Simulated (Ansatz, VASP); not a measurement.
## One calculation of TePb, two programs

Contents of INCAR:

```
PREC = Accurate
ENCUT = 520
EDIFF = 1E-6
ISMEAR = 0
SIGMA = 0.01
LREAL = False
LASPH = True
NELM = 100
ALGO = Normal
ISIF = 2
LWAVE = False
LCHARG = True
GGA = PS
IVDW = 13
LELF = True
LVHAR = True
NBANDS = 17
```

The input KPOINTS:

```
regular mesh
0
Gamma
  4 4 4
```

File POSCAR:

```
TePb
1.0
    0.0000000000      3.2310000000      3.2310000000
    3.2310000000      0.0000000000      3.2310000000
    3.2310000000      3.2310000000      0.0000000000
Te Pb
1 1
Direct
    0.4997200000      0.4788200000      0.4975200000
    0.9997437543      0.0028262457      0.0016737543
```

Input for Ansatz:

```yaml
crystal:
  lattice:
    - [0.0, 3.231, 3.231]
    - [3.231, 0.0, 3.231]
    - [3.231, 3.231, 0.0]
  atoms:
    - { symbol: Te, position: [0.49972, 0.47882, 0.49752] }
    - { symbol: Pb, position: [0.9997437542556484, 0.0028262457443515936, 0.001673754255648406] }
basis:
  ecutwfc: 540.0
  xc_grid: 2
kpoints:
  mp_grid:
    grid: [4, 4, 4]
hamiltonian:
  xc: pbesol
  dispersion: d4
scf:
  convergence:
    dr2_threshold: 1.0e-09
  occupations:
    method: fixed
output:
  forces: true
  stress: true
```

Alike in both runs: task single point; functional PBEsol; dispersion D4; k mesh 4 × 4 × 4; no spin polarisation.

```csv
,VASP,Ansatz
version,VASP 6.6.1,Ansatz 0.2.0
potentials or method,"VASP PAW PBE potentials, release 64 (Te, Pb_d), cutoff 520 eV","plane waves, PAW"
occupations,"gaussian, width 0.01 eV",fixed
valence electrons in the cell,20,30
```

|  | VASP | Ansatz | Ansatz less VASP |
| --- | --- | --- | --- |
| pressure (GPa) | -1.4 | -1.4 | +0.02 |
| traceless stress, the component that is largest in VASP (GPa) | -0.19 | -0.19 | +0.001 |
| rms of the force components (eV/Å) | 0.012 | 0.012 | +0.0005 |

VASP's potentials were made for PBE, not for PBEsol. Atom by atom the forces differ by 0.000 eV/Å (rms over components). VASP's potentials hold 20 valence electrons a cell and Ansatz's 30, so a difference there can come from the potentials and not from the codes. Ansatz's warnings: stress scf threshold loose.

The k mesh is coarse, so the values compare programs but aren't converged. Spin-orbit coupling is off throughout.
